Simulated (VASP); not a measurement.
# ZnS (NiAs type) (P6_3/mmc) in VASP: single point with PBE

Aim: the single point of ZnS (NiAs type) with PBE.

All numbers are computed with VASP 6.6.1; they aren't measurements. Logs are shortened: lines on timing, memory, paths and dates and some standing lists are left out, and cuts for length are marked.

## 1. The cell of the first run

Symmetry: P6_3/mmc, No. 194, hexagonal system. Conventional cell: a = 3.022 Å, b = 3.022 Å, c = 5.252 Å, α = 90.00°, β = 90.00°, γ = 120.00°. Within 2.9 Å of Zn (site symmetry -3m) lie 6 S at 2.18 Å and 2 Zn at 2.63 Å. S (site symmetry -6m2) has 6 Zn at 2.18 Å within 2.9 Å.

## 2. Single point, PBE

INCAR

```
PREC = Accurate
ENCUT = 520
EDIFF = 1E-7
ISMEAR = -1
SIGMA = 0.08
LREAL = False
LASPH = True
NELM = 60
ALGO = Normal
ISIF = 2
LWAVE = False
LCHARG = False
GGA = PE
NBANDS = 26
```

KPOINTS

```
Automatic mesh
0
Gamma
  12 12 7
```

POSCAR

```
ZnS
1.0
    3.0218409265      0.0000000000      0.0000000000
   -1.5109204633      2.6169910085      0.0000000000
    0.0000000000      0.0000000000      5.2515773363
Zn S
2 2
Direct
    0.0000000000      0.0000000000      0.0000000000
    0.0000000000      0.0000000000      0.5000000000
    0.3333333333      0.6666666667      0.2500000000
    0.6666666667      0.3333333333      0.7500000000
```

Potentials or basis: VASP PAW PBE potentials, release 64 (Zn, S).

Run with:

```console
$ cat potpaw_PBE.64/Zn/POTCAR potpaw_PBE.64/S/POTCAR > POTCAR
$ mpirun -np 1 vasp_std > vasp.out
```

OUTCAR:

```text
PREC = Accurate
   ENCUT = 520
   EDIFF = 1E-7
   ISMEAR = -1
   LREAL = False
   LASPH = True
   NELM = 60
   ISIF = 2
   GGA = PE

 ion  position               nearest neighbor table
   1  0.000  0.000  0.000-   3 2.18   4 2.18   3 2.18   4 2.18   4 2.18   3 2.18   2 2.63   2 2.63

   2  0.000  0.000  0.500-   3 2.18   4 2.18   3 2.18   4 2.18   4 2.18   3 2.18   1 2.63   1 2.63

   3  0.333  0.667  0.250-   1 2.18   2 2.18   1 2.18   2 2.18   1 2.18   2 2.18
   4  0.667  0.333  0.750-   1 2.18   2 2.18   1 2.18   2 2.18   1 2.18   2 2.18

  LATTYP: Found a hexagonal cell.
 ALAT       =     3.0218409265
 C/A-ratio  =     1.7378735228

  Lattice vectors:

 A1 = (   3.0218409265,   0.0000000000,   0.0000000000)
 A2 = (  -1.5109204633,   2.6169910085,   0.0000000000)
 A3 = (   0.0000000000,   0.0000000000,   5.2515773363)

Analysis of symmetry for initial positions (statically):
=====================================================================
 Subroutine PRICEL returns:
 Original cell was already a primitive cell.

 Routine SETGRP: Setting up the symmetry group for a
 hexagonal supercell.

 Subroutine GETGRP returns: Found 24 space group operations
 (whereof 12 operations were pure point group operations)
 out of a pool of 24 trial point group operations.

The static configuration has the point symmetry D_3d.
 The point group associated with its full space group is D_6h.

Analysis of symmetry for dynamics (positions and initial velocities):
=====================================================================
 Subroutine PRICEL returns:
 Original cell was already a primitive cell.

 Routine SETGRP: Setting up the symmetry group for a
 hexagonal supercell.

 Subroutine GETGRP returns: Found 24 space group operations
 (whereof 12 operations were pure point group operations)
 out of a pool of 24 trial point group operations.

The dynamic configuration has the point symmetry D_3d.
 The point group associated with its full space group is D_6h.

 Subroutine INISYM returns: Found 24 space group operations
 (whereof 12 operations are pure point group operations),
 and found     1 'primitive' translations

----------------------------------------------------------------------------------------

                                     Primitive cell

  volume of cell :      41.5302

  direct lattice vectors                    reciprocal lattice vectors
     3.021840926  0.000000000  0.000000000     0.330924104  0.191059120  0.000000000
    -1.510920463  2.616991008  0.000000000     0.000000000  0.382118241  0.000000000
     0.000000000  0.000000000  5.251577336     0.000000000  0.000000000  0.190418980

  length of vectors
     3.021840926  3.021840926  5.251577336     0.382118241  0.382118241  0.190418980

  position of ions in fractional coordinates (direct lattice)
     0.000000000  0.000000000  0.000000000
     0.000000000  0.000000000  0.500000000
     0.333333333  0.666666667  0.250000000
     0.666666667  0.333333333  0.750000000

  ion indices of the primitive-cell ions
   primitive index   ion index
                 1           1
                 2           2
                 3           3
                 4           4

----------------------------------------------------------------------------------------

 KPOINTS: Automatic mesh

Automatic generation of k-mesh.
 Grid dimensions read from file:
 generate k-points for:   12   12    7

 Generating k-lattice:

  Cartesian coordinates                     Fractional coordinates (reciprocal lattice)
     0.027577009  0.015921593  0.000000000     0.083333333  0.000000000  0.000000000
     0.000000000  0.031843187  0.000000000     0.000000000  0.083333333  0.000000000
     0.000000000  0.000000000  0.027202711     0.000000000  0.000000000  0.142857143

  Length of vectors
     0.031843187  0.031843187  0.027202711

  Shift w.r.t. Gamma in fractional coordinates (k-lattice)
     0.000000000  0.000000000  0.000000000

 Subroutine IBZKPT returns following result:
 ===========================================

 Found     76 irreducible k-points:

 Following reciprocal coordinates:
            Coordinates               Weight
  0.000000  0.000000  0.000000      1.000000
  0.083333  0.000000  0.000000      6.000000
  0.166667  0.000000  0.000000      6.000000
  0.250000  0.000000  0.000000      6.000000
  0.333333  0.000000  0.000000      6.000000
  0.416667  0.000000  0.000000      6.000000
[... 16 lines left out ...]
  0.250000  0.000000  0.142857     12.000000
  0.333333  0.000000  0.142857     12.000000
 [... further k-points ...]
   k-points           NKPTS =     76   k-points in BZ     NKDIM =     76   number of bands    NBANDS=     26
   number of dos      NEDOS =    301   number of ions     NIONS =      4
   total plane-waves  NPLWV =  23040
   dimension x,y,z NGX =    24 NGY =   24 NGZ =   40
   dimension x,y,z NGXF=    48 NGYF=   48 NGZF=   80
   ions per type =               2   2
   NGX,Y,Z   is equivalent  to a cutoff of  13.20, 13.20, 12.66 a.u.
   NGXF,Y,Z  is equivalent  to a cutoff of  26.41, 26.41, 25.33 a.u.
 SYSTEM =  unknown system
   PREC   = accura    normal or accurate (medium, high low for compatibility)
   ISTART =      0    job   : 0-new  1-cont  2-samecut
   ICHARG =      2    charge: 1-file 2-atom 10-const
   ISPIN  =      1    spin polarized calculation?
   LNONCOLLINEAR =      F non collinear calculations
   LSORBIT =      F    spin-orbit coupling
   LASPH  =      T    aspherical Exc in radial PAW
   ENCUT  =  520.0 eV  38.22 Ry    6.18 a.u.   5.62  5.62  9.76*2*pi/ulx,y,z
   NELM   =     60;   NELMIN=  2; NELMDL= -5     # of ELM steps
   EDIFF  = 0.1E-06   stopping-criterion for ELM
   LREAL  =      F    real-space projection
   EDIFFG = 0.1E-05   stopping-criterion for IOM
   NSW    =      0    number of steps for IOM
   IBRION =     -1    ionic relax: 0-MD 1-quasi-New 2-CG
   NFREE  =      0    steps in history (QN), initial steepest desc. (CG)
   ISIF   =      2    stress and relaxation
   ISYM   =      2    0-nonsym 1-usesym 2-fastsym
   POTIM  = 0.5000    time-step for ionic-motion
   TEBEG  =    0.0;   TEEND  =   0.0 temperature during run
   PSTRESS=    0.0 pullay stress
   NELECT =      36.0000    total number of electrons
   NUPDOWN=      -1.0000    fix difference up-down
   EMIN   =  10.00;   EMAX   =-10.00  energy-range for DOS
   EFERMI =   0.00;   METHOD = LEGACY
   ISMEAR =    -1;   SIGMA  =   0.08  broadening in eV -4-tet -1-fermi 0-gaus
   EFERMI_NEDOS =   21; number of points for ismear=-14 and -15
   IALGO  =     38    algorithm
   IMIX   =      4    mixing-type and parameters
     AMIX     =   0.40;   BMIX     =  1.00
     AMIX_MAG =   1.60;   BMIX_MAG =  1.00
  volume/ion in A,a.u.               =      10.38        70.06
  Fermi-wavevector in a.u.,A,eV,Ry     =   1.560946  2.949760 33.151296  2.436552
  Thomas-Fermi vector in A             =   2.664083
   LORBIT       =      0    0 simple, 1 ext, 2 COOP (PROOUT), +10 PAW based schemes
   GGA     = PE    functional components
   LHFCALC =     F    Hartree Fock is set to
   AEXX    =    0.0000 exact exchange contribution
   IVDW    =     0    specifies the selected vdW correction
   LEPSILON=     F    determine dielectric tensor
   LRPA    =     F    only Hartree local field effects (RPA)
 non-spin polarized calculation
  energy-cutoff  :      520.00
  volume of cell :       41.53
 maximum number of plane-waves:      1141
 NGX is ok and might be reduce to    24
   NGX = 11   NGY = 11   NGZ = 19

 number of electron      35.9999996 magnetization

 Free energy of the ion-electron system (eV)
  ---------------------------------------------------
  ext. energy  EPLUGINS =         0.00000000
  ---------------------------------------------------
  free energy    TOTEN  =        -5.99315806 eV

  energy without entropy =       -5.98510747  energy(sigma->0) =       -5.98913276

 E-fermi :  10.4687     XC(G=0): -13.2673

 val. band max:       10.4593163251   @ k =   0.0000   0.0000   0.1429
 cond. band min:      10.4762076455   @ k =   0.1667   0.0000   0.0000
 fundamental gap:      0.0168913204
 Fermi energy:        10.4686835632

 k-point     1 :       0.0000    0.0000    0.0000
  band No.  band energies     occupation
      1      -8.6924      2.00000
      2      -5.5128      2.00000
      3      -1.5534      2.00000
      4       0.9248      2.00000
      5       0.9248      2.00000
      6       1.1046      2.00000
[... 18 lines left out ...]
     25      20.1139      0.00000
     26      20.6250      0.00000

 k-point     2 :       0.0833    0.0000    0.0000
  band No.  band energies     occupation
      1      -8.5594      2.00000
      2      -5.4469      2.00000
      3      -1.4137      2.00000
      4       0.9261      2.00000
      5       0.9372      2.00000
      6       1.1091      2.00000
[... 18 lines left out ...]
     25      19.1426      0.00000
     26      19.4085      0.00000

 k-point     3 :       0.1667    0.0000    0.0000
  band No.  band energies     occupation
      1      -8.1659      2.00000
      2      -5.2622      2.00000
      3      -1.0064      2.00000
      4       0.9272      2.00000
      5       0.9553      2.00000
      6       1.1010      2.00000
[... 18 lines left out ...]
     25      18.3945      0.00000
     26      20.2483      0.00000

 k-point     4 :       0.2500    0.0000    0.0000
  band No.  band energies     occupation
      1      -7.5309      2.00000
      2      -5.0016      2.00000
      3      -0.3849      2.00000
      4       0.8486      2.00000
      5       0.9410      2.00000
      6       1.0007      2.00000
[... 18 lines left out ...]
     25      19.5570      0.00000
     26      20.2423      0.00000

 k-point     5 :       0.3333    0.0000    0.0000
  band No.  band energies     occupation
      1      -6.6989      2.00000
      2      -4.7518      2.00000
      3       0.1787      2.00000
      4       0.2442      2.00000
      5       0.8899      2.00000
      6       1.0298      2.00000
[... 18 lines left out ...]
     25      21.1145      0.00000
     26      22.4293      0.00000

 k-point     6 :       0.4167    0.0000    0.0000
  band No.  band energies     occupation
      1      -5.7739      2.00000
      2      -4.6709      2.00000
      3      -0.7552      2.00000
      4       0.4747      2.00000
      5       0.8374      2.00000
      6       1.1170      2.00000
[... 427 lines left out ...]
 k-point    21 :       0.0833    0.0000    0.1429
  band No.  band energies     occupation
      1      -8.4640      2.00000
      2      -5.7520      2.00000
      3      -1.0333      2.00000
      4       0.9666      2.00000
      5       0.9764      2.00000
      6       1.1212      2.00000
[... 18 lines left out ...]
     25      18.9271      0.00000
     26      19.9850      0.00000

 k-point    22 :       0.1667    0.0000    0.1429
  band No.  band energies     occupation
      1      -8.0736      2.00000
      2      -5.5278      2.00000
      3      -0.7116      2.00000
      4       0.9774      2.00000
      5       0.9953      2.00000
      6       1.1263      2.00000
[... 18 lines left out ...]
     25      18.6222      0.00000
     26      20.0625      0.00000

 k-point    23 :       0.2500    0.0000    0.1429
  band No.  band energies     occupation
      1      -7.4447      2.00000
      2      -5.2054      2.00000
      3      -0.2576      2.00000
      4       0.8615      2.00000
      5       0.9826      2.00000
      6       1.0628      2.00000
[... 18 lines left out ...]
     25      20.2605      0.00000
     26      20.5358      0.00000

 k-point    24 :       0.3333    0.0000    0.1429
  band No.  band energies     occupation
      1      -6.6234      2.00000
      2      -4.8790      2.00000
      3       0.1177      2.00000
      4       0.2031      2.00000
      5       0.9336      2.00000
      6       1.0725      2.00000
[... 18 lines left out ...]
     25      21.6870      0.00000
     26      22.3408      0.00000

 [... further k-points ...]

------------------------ aborting loop because EDIFF is reached ----------------------------------------

  FORCE on cell =-STRESS in cart. coord.  units (eV):
  Direction    XX          YY          ZZ          XY          YZ          ZX
  --------------------------------------------------------------------------------------
  -------------------------------------------------------------------------------------
  Total       31.4230719     31.4230719     31.4449127     -0.0000000      0.0000000      0.0000000
  in kB     1212.2595853   1212.2595853   1213.1021755     -0.0000000      0.0000000      0.0000000
  external PRESSURE =    1212.5404487 kB  Pullay stress =       0.0000000 kB

 VOLUME and BASIS-vectors are now :
 -----------------------------------------------------------------------------
  energy-cutoff  :      520.00
  volume of cell :       41.53
      direct lattice vectors                 reciprocal lattice vectors
     3.021840926  0.000000000  0.000000000     0.330924104  0.191059120  0.000000000
    -1.510920463  2.616991008  0.000000000     0.000000000  0.382118241  0.000000000
     0.000000000  0.000000000  5.251577336     0.000000000  0.000000000  0.190418980

 POSITION                                       TOTAL-FORCE (eV/Angst)
 -----------------------------------------------------------------------------------
      0.00000      0.00000      0.00000         0.000000      0.000000     -0.000000
      0.00000      0.00000      2.62579         0.000000      0.000000     -0.000000
     -0.00000      1.74466      1.31289         0.000000      0.000000      0.000000
      1.51092      0.87233      3.93868        -0.000000      0.000000     -0.000000
 -----------------------------------------------------------------------------------
    total drift:                               -0.000000      0.000000      0.000000

  FREE ENERGIE OF THE ION-ELECTRON SYSTEM (eV)
  ---------------------------------------------------
  free  energy   TOTEN  =        -5.9931580596 eV

  energy  without entropy=       -5.9851074663  energy(sigma->0) =       -5.98913276
```

It took 82 s on 1 thread of AMD EPYC 9R45 (Zen 5), shared host; peak memory 0.17 GiB.

Results:

```
Free energy            : -5.9932 eV
Pressure               : 121.3 GPa
Band gap on the k mesh : zero (band 18 reaches 10.51 eV, above the bottom of band 19 at 9.64 eV)
```
